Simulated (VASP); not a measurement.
## Na: single point with PBE

Crystal: Na.

```
Na
1.0
    -2.09856    2.09856    2.09856
     2.09856   -2.09856    2.09856
     2.09856    2.09856   -2.09856
Na
1
Direct
  0.00000 0.00000 0.00000
```

- Program: VASP 6.6.1
- Task: single point
- Functional: PBE
- Potentials or basis: VASP PAW PBE potentials, release 64 (Na_pv)
- Cutoff: 520 eV
- k mesh: 11 × 11 × 11
- Occupations: methfessel-paxton, width 1 eV
- Spin: no spin polarisation

```yaml
Pressure: 0.0 GPa
```

Levels at points of the mesh, in eV from the Fermi level:
```
           k point  band 1  band 2  band 3  band 4  band 5  band 6
(0.00, 0.00, 0.00)  -24.90  -24.90  -24.90   -3.29   11.75   11.75
```

Run time: 7.7 s on 1 thread of AMD EPYC 9R45 96-Core Processor (Zen 5) (shared host), peak memory 0.12 GiB.
